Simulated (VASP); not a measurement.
A run of VASP 6.6.1 is set up as follows.

Contents of INCAR:

```
  PREC = Accurate
  ENCUT = 600
  EDIFF = 1E-7
  ISMEAR = -1
  SIGMA = 0.05
  LREAL = False
  LASPH = True
  NELM = 60
  ALGO = Normal
  ISIF = 3
  LWAVE = False
  LCHARG = False
  GGA = PE
  IBRION = 2
  NSW = 60
  EDIFFG = -0.005
  PSTRESS = 690.0
  LUSENCCL = False
```

KPOINTS

```
Automatic mesh
0
Gamma
  8 8 11
```

POSCAR

```
SnO2
1.0
    4.5054498761      0.0000000000      0.0000000000
    0.0000000000      4.5054498761      0.0000000000
    0.0000000000      0.0000000000      2.9735969182
Sn O
2 4
Direct
    0.0000000000      0.0000000000      0.0000000000
    0.5000000000      0.5000000000      0.5000000000
    0.3050000000      0.3050000000      0.0000000000
    0.6950000000      0.6950000000      0.0000000000
    0.8050000000      0.1950000000      0.5000000000
    0.1950000000      0.8050000000      0.5000000000
```

Potentials or basis: VASP PAW PBE potentials, release 64 (Sn_d, O).

Run with:

```sh
$ cat potpaw_PBE.64/Sn_d/POTCAR potpaw_PBE.64/O/POTCAR > POTCAR
$ mpirun -np 1 vasp_std > vasp.out
```

Task: Predict the space group after relaxing (to 0.1 Å).

Result: P4_2/mnm (No. 136).

Task: Estimate the relaxed cell.

Result: a = 4.394 Å, b = 4.394 Å, c = 3.109 Å, α = 90.00°, β = 90.00°, γ = 90.00°.

Task: What does it give for the relaxed volume?

Result: 10.00 Å³/atom.

Step by step:
```csv
step,energy change (eV),largest force (eV/Å),pressure (GPa),volume (Å³)
1,0.0000,0.9461,70.47,60.36
2,-0.2487,2.1755,61.90,61.06
3,-0.2893,0.4758,65.05,60.71
4,0.4747,0.4198,78.39,58.90
5,0.1272,0.4417,72.51,59.67
6,-0.0898,0.2189,68.23,60.12
7,-0.0481,0.0630,69.19,60.01
8,-0.0510,0.0733,69.13,60.02
9,-0.0843,0.0521,68.34,60.10
10,-0.0683,0.0097,68.72,60.06
11,-0.0265,0.0182,69.45,59.96
12,-0.0511,0.0018,69.02,60.02
```

Caveat: the cell is relaxed towards a set pressure, so the run minimises the enthalpy, not the energy.
